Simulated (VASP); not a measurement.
HfC:

```xyz
2
Lattice="0.0000 2.3250 2.3250 2.3250 0.0000 2.3250 2.3250 2.3250 0.0000" Properties=species:S:1:pos:R:3 pbc="T T T"
Hf    2.3250    2.3250    2.3250
C     0.0000    0.0000    0.0000
```

Base run:

| Item | Value |
| --- | --- |
| Program | VASP 6.6.1 |
| Functional | PBEsol |
| Potentials or basis | VASP PAW PBE potentials, release 64 (Hf_pv, C) |
| Cutoff | 520 eV |
| k mesh | 12 × 12 × 12 |
| Occupations | fermi-dirac, width 0.05 eV |
| Spin | no spin polarisation |

Its results: band gap on the k mesh zero (band 7 reaches 6.83 eV, above the bottom of band 8 at 5.39 eV); pressure -7.0 GPa.

**Question.** The run is repeated on the same cell with these changes: functional from PBEsol to PBE. What comes out?

**Answer.** Band gap on the k mesh zero (band 7 reaches 6.95 eV, above the bottom of band 8 at 5.53 eV); pressure -0.4 GPa.

PBE binds less tightly than PBEsol, so the same cell stands under more pressure.

Caveats: spin-orbit coupling is left out, which moves the levels of the heavy elements; the PAW data sets were made with another functional, which shifts forces and pressure a little (some runs).
